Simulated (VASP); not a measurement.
Set up this calculation in VASP 6.6.1, as the native input.

| Item | Value |
| --- | --- |
| Task | single point |
| Functional | PBE |
| Potentials or basis | VASP PAW PBE potentials, release 64 (B, N) |
| Cutoff | 600 eV |
| k mesh | 12 × 12 × 12 |
| Occupations | gaussian, width 0.05 eV |
| Spin | no spin polarisation |
| Dipole correction | no |
| Further INCAR settings | ALGO = Normal; EDIFF = 1e-06; NBANDS = 11 |

The structure of BN lies in POSCAR:

```
BN
1.0
    0.0000000000      1.6680325229      1.6680325229
    1.6680325229      0.0000000000      1.6680325229
    1.8105937026      1.8105937026     -0.1425611796
B N
1 1
Direct
    0.0000000000      0.0000000000      0.0000000000
    0.7500000000      0.7500000000      0.7500000000
```

One way to write it, as run:

INCAR

```
  PREC = Accurate
  ENCUT = 600
  EDIFF = 1E-6
  ISMEAR = 0
  SIGMA = 0.05
  LREAL = False
  LASPH = True
  NELM = 120
  ALGO = Normal
  ISIF = 2
  LWAVE = False
  LCHARG = False
  GGA = PE
  NBANDS = 11
  GGA_COMPAT = False
```

KPOINTS

```
regular mesh
0
Gamma
  12 12 12
```

Potentials or basis: VASP PAW PBE potentials, release 64 (B, N).

Launch:

```bash
$ cat potpaw_PBE.64/B/POTCAR potpaw_PBE.64/N/POTCAR > POTCAR
$ mpirun -np 1 vasp_std > vasp.out
```

It gave:

The pressure is 69.0 GPa, the largest force is 0.422 eV/Å and the band gap on the k mesh is 3.92 eV (least direct gap 5.52 eV).

Caveat: the cell stands under pressure.

Run time: 9.4 s on 1 thread of Intel(R) Xeon(R) 6975P-C (Granite Rapids), on a shared host, peak memory 0.14 GiB.
